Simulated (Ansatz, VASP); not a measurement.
## MnH4: VASP beside Ansatz

The input INCAR:

```
ALGO = Normal
EDIFF = 1E-6
ENCUT = 520
GGA = PE
ISIF = 2
ISMEAR = 0
ISPIN = 2
LASPH = T
LCHARG = T
LELF = T
LMAXMIX = 4
LORBIT = 11
LREAL = F
LVHAR = T
LWAVE = F
MAGMOM = 4 0 0 0 0
NBANDS = 20
NELM = 150
PREC = Accurate
SIGMA = 0.1
```

KPOINTS

```
k-points
0
Gamma
  6 6 6
```

File POSCAR:

```
MnH4
1.0
    2.0864301400     -3.0494745100      0.0000000000
    2.0864301400      3.0494745100      0.0000000000
    0.0000000000      0.0000000000      3.5359489900
Mn H
1 4
Direct
    0.0000000000      0.0000000000      0.5000000000
    0.2734596700      0.7265403300      0.0000000000
    0.7265403300      0.2734596700      0.0000000000
    0.5000000000      0.5000000000      0.5000000000
    0.0000000000      0.0000000000      0.0000000000
```

Input for Ansatz:

```yaml
crystal:
  lattice:
    - [2.08643014, -3.04947451, 0.0]
    - [2.08643014, 3.04947451, 0.0]
    - [0.0, 0.0, 3.53594899]
  atoms:
    - { symbol: Mn, position: [0.0, 0.0, 0.5], spin: 4.0 }
    - { symbol: H, position: [0.27345967, 0.72654033, 0.0] }
    - { symbol: H, position: [0.72654033, 0.27345967, 0.0] }
    - { symbol: H, position: [0.5, 0.5, 0.5] }
    - { symbol: H, position: [0.0, 0.0, 0.0] }
basis:
  ecutwfc: 420
kpoints:
  mp_grid: { grid: [6, 6, 6] }
hamiltonian:
  xc: pbe
scf:
  occupations: { method: gaussian, width: 0.1 }
  lower_state_search: "off"
output:
  forces: true
  stress: true
  eigenvalues: true
  populations: true
magnetization:
  spin_polarized: true
```

Alike in both runs: task single point; functional PBE; k mesh 6 × 6 × 6; occupations gaussian, width 0.1 eV; collinear spin.

```csv
,VASP,Ansatz
version,VASP 6.6.1,Ansatz 0.2.0
potentials or method,"VASP PAW PBE potentials, release 64 (Mn_pv, H), cutoff 520 eV","scalar-relativistic, plane waves, PAW"
valence electrons in the cell,17,19
```

VASP gave:

| Item | Value |
| --- | --- |
| gap on the k mesh at the Fermi level (eV) | none |
| pressure (GPa) | -13.6 |
| traceless stress, the component that is largest in VASP (GPa) | -1.65 |
| rms of the force components (eV/Å) | 0.372 |
| net moment per atom (μB) | 0.80 |
| size of the moment on the site where the two differ most (μB) | 3.99 |

Question: Estimate Ansatz's values.

Answer: gap on the k mesh at the Fermi level (eV): none; pressure (GPa): -13.5; traceless stress, the component that is largest in VASP (GPa): -1.68; rms of the force components (eV/Å): 0.371; net moment per atom (μB): 0.80; size of the moment on the site where the two differ most (μB): 3.22.

Site moments also hang on the region over which each program counts them. Atom by atom the forces differ by 0.001 eV/Å (rms over components). A gap of «none» marks a metal or a gap that the smearing closes. VASP's potentials hold 17 valence electrons a cell and Ansatz's 19, so a difference there can come from the potentials and not from the codes.
